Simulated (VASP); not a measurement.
HfO2: relaxation of cell and atoms with PBE

The system is HfO2.

```xyz
3
Lattice="0.0000 2.5161 2.5161 2.5161 0.0000 2.5161 2.5161 2.5161 0.0000" Properties=species:S:1:pos:R:3 pbc="T T T"
Hf    0.0000    0.0000    0.0000
O     3.7741    3.7741    3.7741
O     1.2580    1.2580    1.2580
```

| Item | Value |
| --- | --- |
| Program | VASP 6.6.1 |
| Task | relaxation of cell and atoms |
| Functional | PBE |
| Potentials or basis | VASP PAW PBE potentials, release 64 (Hf_pv, O) |
| Cutoff | 600 eV |
| k mesh | 8 × 8 × 8 |
| Occupations | fermi-dirac, width 0.02 eV |
| Spin | no spin polarisation |
| Dipole correction | no |
| Further INCAR settings | ALGO = Normal; EDIFF = 1e-06; IBRION = 2; EDIFFG = -0.005; NSW = 80; ISIF = 3 |

```yaml
Relaxed_volume: 10.86 Å³/atom
Relaxed_cell: a = 3.585 Å, b = 3.585 Å, c = 3.585 Å, α = 60.00°, β = 60.00°, γ = 60.00°
Space_group_after_relaxing_to_0.1_Å: Fm-3m (No. 225)
Energy_gained_by_relaxing: 4.6 meV/atom
Ionic_steps: 7
Pressure_after_relaxing: 0.1 GPa
Band_gap_on_the_k_mesh: 3.80 eV
```

The path:
| step | energy change (eV) | largest force (eV/Å) | pressure (GPa) | volume (Å³) |
| --- | --- | --- | --- | --- |
| 1 | 0.0000 | 0.0000 | 6.09 | 31.86 |
| 2 | 0.0164 | 0.0000 | -8.09 | 33.76 |
| 3 | -0.0138 | 0.0000 | -0.10 | 32.60 |
| 4 | -0.0138 | 0.0000 | 0.08 | 32.59 |
| 5 | -0.0138 | 0.0000 | 0.08 | 32.59 |
| 6 | -0.0138 | 0.0000 | 0.08 | 32.59 |
| 7 | -0.0138 | 0.0000 | 0.07 | 32.59 |

Final structure:
```yaml
crystal:
  lattice:
    - [0.00000, 2.53525, 2.53525]
    - [2.53525, 0.00000, 2.53525]
    - [2.53525, 2.53525, 0.00000]
  atoms:
    - { symbol: Hf, position: [0.00000, 0.00000, 0.00000] }
    - { symbol: O, position: [0.75000, 0.75000, 0.75000] }
    - { symbol: O, position: [0.25000, 0.25000, 0.25000] }
```

Levels at points of the mesh, in eV from the valence-band top:
```
           k point  band 8  band 9  band 10  band 11  band 12  band 13  band 14  band 15
(0.00, 0.00, 0.00)   -5.34   -0.61    -0.61    -0.61     3.88     3.88     5.84    10.42
(0.50, 0.00, 0.00)   -3.04   -2.73    -1.83    -1.83     4.61     4.61     6.98     9.07
(0.50, 0.50, 0.00)   -3.46   -1.53    -1.53     0.00     3.80     5.50     6.63     8.16
```

It took 27 s on 1 thread of Intel(R) Xeon(R) 6975P-C (Granite Rapids) (shared host), peak memory 0.18 GiB.

Caveat: spin-orbit coupling is left out, which moves the levels of the heavy elements. A k mesh can miss the band edges.
